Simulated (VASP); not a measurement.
# RbBr (Fm-3m) in VASP: settings compared

Aim: see how the results for RbBr move with the level of theory and the settings. Levels: PBEsol, PBE, RPBE. Tasks: single point.

Program: VASP 6.6.1. These are calculated values, not measurements. Logs are shortened: lines on timing, memory, paths and dates and some standing lists are left out, and cuts for length are marked.

### Step 1. The cell of the first run

The structure is cubic, space group Fm-3m (No. 225). The conventional cell has a = 7.017 Å, b = 7.017 Å, c = 7.017 Å, α = 90.00°, β = 90.00°, γ = 90.00°. Rb (site symmetry m-3m) has 6 Br at 3.51 Å within 4.6 Å. Br (site symmetry m-3m) has 6 Rb at 3.51 Å within 4.6 Å.

### Step 2. Single point, PBEsol

Contents of INCAR:

```
  PREC = Accurate
  ENCUT = 500
  EDIFF = 1E-6
  ISMEAR = -5
  SIGMA = 0.02
  LREAL = False
  LASPH = True
  NELM = 120
  ALGO = Normal
  ISIF = 2
  LWAVE = False
  LCHARG = True
  GGA = PS
  LELF = True
  LVHAR = True
  NBANDS = 15
  GGA_COMPAT = False
```

Contents of KPOINTS:

```
regular mesh
0
Gamma
  6 6 6
```

Contents of POSCAR:

```
RbBr
1.0
    0.0000000000      3.5086792297      3.5086792297
    3.5086792297      0.0000000000      3.5086792297
    3.5086792297      3.5086792297      0.0000000000
Rb Br
1 1
Direct
    0.0000000000      0.0000000000      0.0000000000
    0.5000000000      0.5000000000      0.5000000000
```

Potentials or basis: VASP PAW PBE potentials, release 64 (Rb_sv, Br).

Run with:

```console
$ cat potpaw_PBE.64/Rb_sv/POTCAR potpaw_PBE.64/Br/POTCAR > POTCAR
$ mpirun -np 1 vasp_std > vasp.out
```

OUTCAR:

```text
PREC = Accurate
   ENCUT = 500
   EDIFF = 1E-6
   ISMEAR = -5
   LREAL = False
   LASPH = True
   NELM = 120
   ISIF = 2
   GGA = PS

 ion  position               nearest neighbor table
   1  0.000  0.000  0.000-   2 3.51   2 3.51   2 3.51   2 3.51   2 3.51   2 3.51
   2  0.500  0.500  0.500-   1 3.51   1 3.51   1 3.51   1 3.51   1 3.51   1 3.51

  LATTYP: Found a face centered cubic cell.
 ALAT       =     7.0173584594

  Lattice vectors:

 A1 = (   0.0000000000,   3.5086792297,   3.5086792297)
 A2 = (   3.5086792297,   0.0000000000,   3.5086792297)
 A3 = (   3.5086792297,   3.5086792297,   0.0000000000)

Analysis of symmetry for initial positions (statically):
=====================================================================
 Subroutine PRICEL returns:
 Original cell was already a primitive cell.

 Routine SETGRP: Setting up the symmetry group for a
 face centered cubic supercell.

 Subroutine GETGRP returns: Found 48 space group operations
 (whereof 48 operations were pure point group operations)
 out of a pool of 48 trial point group operations.

The static configuration has the point symmetry O_h .

Analysis of symmetry for dynamics (positions and initial velocities):
=====================================================================
 Subroutine PRICEL returns:
 Original cell was already a primitive cell.

 Routine SETGRP: Setting up the symmetry group for a
 face centered cubic supercell.

 Subroutine GETGRP returns: Found 48 space group operations
 (whereof 48 operations were pure point group operations)
 out of a pool of 48 trial point group operations.

The dynamic configuration has the point symmetry O_h .

 Subroutine INISYM returns: Found 48 space group operations
 (whereof 48 operations are pure point group operations),
 and found     1 'primitive' translations

----------------------------------------------------------------------------------------

                                     Primitive cell

  volume of cell :      86.3895

  direct lattice vectors                    reciprocal lattice vectors
     0.000000000  3.508679230  3.508679230    -0.142503765  0.142503765  0.142503765
     3.508679230  0.000000000  3.508679230     0.142503765 -0.142503765  0.142503765
     3.508679230  3.508679230  0.000000000     0.142503765  0.142503765 -0.142503765

  length of vectors
     4.962021753  4.962021753  4.962021753     0.246823761  0.246823761  0.246823761

[... 82 lines left out ...]
   TEBEG  =    0.0;   TEEND  =   0.0 temperature during run
   PSTRESS=    0.0 pullay stress
   NELECT =      16.0000    total number of electrons
   NUPDOWN=      -1.0000    fix difference up-down
   EMIN   =  10.00;   EMAX   =-10.00  energy-range for DOS
   EFERMI =   0.00;   METHOD = LEGACY
   ISMEAR =    -5;   SIGMA  =   0.02  broadening in eV -4-tet -1-fermi 0-gaus
   EFERMI_NEDOS =   21; number of points for ismear=-14 and -15
   IALGO  =     38    algorithm
   IMIX   =      4    mixing-type and parameters
     AMIX     =   0.40;   BMIX     =  1.00
     AMIX_MAG =   1.60;   BMIX_MAG =  1.00
  volume/ion in A,a.u.               =      43.19       291.49
  Fermi-wavevector in a.u.,A,eV,Ry     =   0.933171  1.763437 11.848060  0.870808
  Thomas-Fermi vector in A             =   2.059845
   LORBIT       =      0    0 simple, 1 ext, 2 COOP (PROOUT), +10 PAW based schemes
   GGA     = PS    functional components
   LHFCALC =     F    Hartree Fock is set to
   AEXX    =    0.0000 exact exchange contribution
   IVDW    =     0    specifies the selected vdW correction
   LEPSILON=     F    determine dielectric tensor
   LRPA    =     F    only Hartree local field effects (RPA)
 non-spin polarized calculation
 Fermi weights with tetrahedron method with Bloechl corrections
  energy-cutoff  :      500.00
  volume of cell :       86.39
 maximum number of plane-waves:      2210
   NGX = 19   NGY = 19   NGZ = 19

 number of electron      16.0000000 magnetization

 Free energy of the ion-electron system (eV)
  ---------------------------------------------------
  ext. energy  EPLUGINS =         0.00000000
  ---------------------------------------------------
  free energy    TOTEN  =        -6.33870012 eV

  energy without entropy =       -6.33870012  energy(sigma->0) =       -6.33870012

 E-fermi :  -2.0893     XC(G=0):  -7.1137

 val. band max:       -2.0928388743   @ k =   0.0000   0.0000   0.0000
 cond. band min:       1.9666001694   @ k =   0.0000   0.0000   0.0000
 fundamental gap:      4.0594390437
 Fermi energy:        -2.0892926738

 k-point     1 :       0.0000    0.0000    0.0000
  band No.  band energies     occupation
      1     -26.6031      2.00000
      2     -14.2187      2.00000
      3     -10.6836      2.00000
      4     -10.6836      2.00000
      5     -10.6836      2.00000
      6      -2.0928      2.00000
      7      -2.0928      2.00000
      8      -2.0928      2.00000
      9       1.9666      0.00000
     10       5.0927      0.00000
     11       5.0927      0.00000
     12       5.0927      0.00000
     13       5.9300      0.00000
     14       5.9300      0.00000
[... 257 lines left out ...]
      2     -14.1885      2.00000
      3     -10.8036      2.00000
      4     -10.7609      2.00000
      5     -10.6897      2.00000
      6      -2.4988      2.00000
      7      -2.4625      2.00000
      8      -2.3483      2.00000
      9       4.1186      0.00000
     10       5.3817      0.00000
     11       5.6143      0.00000
     12       6.4905      0.00000
     13       7.6061      0.00000
     14       8.4852      0.00000
     15       8.8158      0.00000

------------------------ aborting loop because EDIFF is reached ----------------------------------------

  FORCE on cell =-STRESS in cart. coord.  units (eV):
  Direction    XX          YY          ZZ          XY          YZ          ZX
  --------------------------------------------------------------------------------------
  -------------------------------------------------------------------------------------
  Total       -0.4527442     -0.4527442     -0.4527442      0.0000000      0.0000000     -0.0000000
  in kB       -8.3965803     -8.3965803     -8.3965803      0.0000000      0.0000000     -0.0000000
  external PRESSURE =      -8.3965803 kB  Pullay stress =       0.0000000 kB

 VOLUME and BASIS-vectors are now :
 -----------------------------------------------------------------------------
  energy-cutoff  :      500.00
  volume of cell :       86.39
      direct lattice vectors                 reciprocal lattice vectors
     0.000000000  3.508679230  3.508679230    -0.142503765  0.142503765  0.142503765
     3.508679230  0.000000000  3.508679230     0.142503765 -0.142503765  0.142503765
     3.508679230  3.508679230  0.000000000     0.142503765  0.142503765 -0.142503765

 POSITION                                       TOTAL-FORCE (eV/Angst)
 -----------------------------------------------------------------------------------
      0.00000      0.00000      0.00000         0.000000      0.000000      0.000000
      3.50868      3.50868      3.50868        -0.000000     -0.000000     -0.000000
 -----------------------------------------------------------------------------------
    total drift:                                0.000000      0.000000      0.000000

  FREE ENERGIE OF THE ION-ELECTRON SYSTEM (eV)
  ---------------------------------------------------
  free  energy   TOTEN  =        -6.3387001185 eV

  energy  without entropy=       -6.3387001185  energy(sigma->0) =       -6.33870012
```

Wall time 30 s (1 thread of AMD EPYC 7R43 (Zen 3), shared host); peak memory 0.17 GiB.

Results:

| Item | Value |
| --- | --- |
| Free energy | -6.3387 eV |
| Pressure | -0.8 GPa |
| Band gap on the k mesh | 4.06 eV |

Caveat: the PAW data sets were made with another functional, which shifts forces and pressure a little.

### Step 3. Single point, PBE

This run uses another cell than the first one, of 45.79 Å³/atom.

Contents of INCAR:

```
SYSTEM = RbBr
PREC = Accurate
ENCUT = 500
EDIFF = 1E-6
ISMEAR = 0
SIGMA = 0.02
LREAL = .FALSE.
LASPH = .TRUE.
NELM = 120
ALGO = Normal
ISIF = 2
LWAVE = .FALSE.
LCHARG = .TRUE.
GGA = PE
LELF = .TRUE.
LVHAR = .TRUE.
NBANDS = 15
GGA_COMPAT = .FALSE.
```

Contents of KPOINTS:

```
Automatic mesh
0
G
  6 6 6
  0 0 0
```

Contents of POSCAR:

```
RbBr
1.0
    0.0000000000      3.5774943324      3.5774943324
    3.5774943324      0.0000000000      3.5774943324
    3.5774943324      3.5774943324      0.0000000000
Rb Br
1 1
Direct
    0.0000000000      0.0000000000      0.0000000000
    0.5000000000      0.5000000000      0.5000000000
```

Potentials or basis: VASP PAW PBE potentials, release 64 (Rb_sv, Br).

Run with:

```console
$ cat potpaw_PBE.64/Rb_sv/POTCAR potpaw_PBE.64/Br/POTCAR > POTCAR
$ mpirun -np 1 vasp_std > vasp.out
```

OUTCAR:

```text
SYSTEM = RbBr
   PREC = Accurate
   ENCUT = 500
   EDIFF = 1E-6
   ISMEAR = 0
   LREAL = .FALSE.
   LASPH = .TRUE.
   NELM = 120
   ISIF = 2
   GGA = PE

 ion  position               nearest neighbor table
   1  0.000  0.000  0.000-   2 3.58   2 3.58   2 3.58   2 3.58   2 3.58   2 3.58
   2  0.500  0.500  0.500-   1 3.58   1 3.58   1 3.58   1 3.58   1 3.58   1 3.58

  LATTYP: Found a face centered cubic cell.
 ALAT       =     7.1549886648

  Lattice vectors:

 A1 = (   0.0000000000,   3.5774943324,   3.5774943324)
 A2 = (   3.5774943324,   0.0000000000,   3.5774943324)
[... 464 lines left out ...]

  FORCE on cell =-STRESS in cart. coord.  units (eV):
  Direction    XX          YY          ZZ          XY          YZ          ZX
  --------------------------------------------------------------------------------------
  -------------------------------------------------------------------------------------
  Total       -0.3367956     -0.3367956     -0.3367956      0.0000000      0.0000000      0.0000000
  in kB       -5.8926434     -5.8926434     -5.8926434      0.0000000      0.0000000      0.0000000
  external PRESSURE =      -5.8926434 kB  Pullay stress =       0.0000000 kB

 VOLUME and BASIS-vectors are now :
 -----------------------------------------------------------------------------
  energy-cutoff  :      500.00
  volume of cell :       91.57
      direct lattice vectors                 reciprocal lattice vectors
     0.000000000  3.577494332  3.577494332    -0.139762625  0.139762625  0.139762625
     3.577494332  0.000000000  3.577494332     0.139762625 -0.139762625  0.139762625
     3.577494332  3.577494332  0.000000000     0.139762625  0.139762625 -0.139762625

 POSITION                                       TOTAL-FORCE (eV/Angst)
 -----------------------------------------------------------------------------------
      0.00000      0.00000      0.00000        -0.000000      0.000000      0.000000
      3.57749      3.57749      3.57749         0.000000     -0.000000     -0.000000
 -----------------------------------------------------------------------------------
    total drift:                                0.000000     -0.000000      0.000000

  FREE ENERGIE OF THE ION-ELECTRON SYSTEM (eV)
  ---------------------------------------------------
  free  energy   TOTEN  =        -6.1060462532 eV

  energy  without entropy=       -6.1060462532  energy(sigma->0) =       -6.10604625
```

OSZICAR:

```text
N       E                     dE             d eps       ncg     rms          rms(c)
DAV:   1     0.789619965978E+02    0.78962E+02   -0.62387E+03   480   0.866E+02
DAV:   2    -0.421170599408E+00   -0.79383E+02   -0.73590E+02   666   0.157E+02
DAV:   3    -0.619285182187E+01   -0.57717E+01   -0.57518E+01   627   0.439E+01
DAV:   4    -0.636399641478E+01   -0.17114E+00   -0.17112E+00   685   0.715E+00
DAV:   5    -0.636507411780E+01   -0.10777E-02   -0.10777E-02   655   0.625E-01    0.243E+00
DAV:   6    -0.611448649007E+01    0.25059E+00   -0.29889E-01   557   0.238E+00    0.155E+00
DAV:   7    -0.609154371053E+01    0.22943E-01   -0.13279E-01   620   0.169E+00    0.851E-01
DAV:   8    -0.610502660598E+01   -0.13483E-01   -0.16797E-02   550   0.728E-01    0.123E-01
DAV:   9    -0.610553465125E+01   -0.50805E-03   -0.86326E-04   641   0.144E-01    0.758E-02
DAV:  10    -0.610603533282E+01   -0.50068E-03   -0.60478E-04   494   0.137E-01    0.248E-02
DAV:  11    -0.610603937093E+01   -0.40381E-05   -0.38374E-05   650   0.328E-02    0.122E-02
DAV:  12    -0.610604583985E+01   -0.64689E-05   -0.11940E-05   508   0.184E-02    0.134E-03
DAV:  13    -0.610604625317E+01   -0.41332E-06   -0.46969E-07   492   0.404E-03
   1 F= -.61060463E+01 E0= -.61060463E+01  d E =-.105349E-21
```

It took 40 s on 1 thread of AMD EPYC 7R43 (Zen 3), shared host; peak memory 0.2 GiB.

Results:

```
Free energy            : -6.1060 eV
Pressure               : -0.6 GPa
Band gap on the k mesh : 4.06 eV
```

### Step 4. Single point, RPBE

This run uses another cell than the first one, of 47.51 Å³/atom.

Contents of INCAR:

```
PREC     = Accurate       # precision mode
ENCUT    = 500            # plane-wave cutoff, eV
EDIFF    = 1E-6           # SCF threshold, eV
ISMEAR   = 0              # smearing method
SIGMA    = 0.02           # smearing width, eV
LREAL    = False          # projectors in reciprocal space
LASPH    = True           # aspherical terms in the spheres
NELM     = 120            # most SCF steps
ALGO     = Normal         # electronic algorithm
ISIF     = 2              # what is computed and relaxed
LWAVE    = False          # write WAVECAR
LCHARG   = True           # write CHGCAR
GGA      = RP             # functional
LELF     = True           # ELF
LVHAR    = True         
NBANDS   = 15             # bands
GGA_COMPAT= False
```

Contents of KPOINTS:

```
regular mesh
0
Gamma
  6 6 6
```

Contents of POSCAR:

```
RbBr
1.0
    0.0000000000      3.6219398004      3.6219398004
    3.6219398004      0.0000000000      3.6219398004
    3.6219398004      3.6219398004      0.0000000000
Rb Br
1 1
Direct
    0.0000000000      0.0000000000      0.0000000000
    0.5000000000      0.5000000000      0.5000000000
```

Run with:

```console
$ cat potpaw_PBE.64/Rb_sv/POTCAR potpaw_PBE.64/Br/POTCAR > POTCAR
$ mpirun -np 1 vasp_std > vasp.out
```

Run time: 40 s. Hardware: 1 thread of AMD EPYC 7R43 (Zen 3), shared host; peak memory 0.2 GiB.

It converged, with:

```yaml
Free_energy: -5.8231 eV
Pressure: 0.0 GPa
Band_gap_on_the_k_mesh: 4.27 eV
```

Levels at points of the mesh, in eV from the valence-band top:
```csv
k point,band 4,band 5,band 6,band 7,band 8,band 9,band 10,band 11,band 12,band 13
"(0.00, 0.00, 0.00)",-8.92,-8.92,0.00,0.00,0.00,4.27,7.36,7.36,7.36,8.10
"(0.50, 0.00, 0.00)",-8.93,-8.90,-0.70,-0.22,-0.22,6.66,7.35,9.11,9.11,9.81
"(0.50, 0.50, 0.00)",-8.96,-8.96,-0.39,-0.14,-0.14,5.95,6.75,8.68,8.91,8.95
```

Caveat: the PAW data sets were made with another functional, which shifts forces and pressure a little.

### Step 5. Summary

```tsv
level	cell	smearing	gap on the mesh (eV)	pressure (GPa)
PBEsol	a = 4.962 Å, angles 60.0°, 2 atoms	tetrahedron	4.06	-0.8
PBE	a = 5.059 Å, angles 60.0°, 2 atoms	gaussian 0.02 eV	4.06	-0.6
RPBE	a = 5.122 Å, angles 60.0°, 2 atoms	gaussian 0.02 eV	4.27	0.0
```

Alike in all rows: task single point; potentials or basis VASP PAW PBE potentials, release 64 (Rb_sv, Br); no spin polarisation; k mesh 6 × 6 × 6; cutoff (eV) 500.

Caveats: the PAW data sets were made with another functional, which shifts forces and pressure a little (at least some runs).

Total energies depend on the potentials used, so only differences within one code and one set of settings carry meaning.
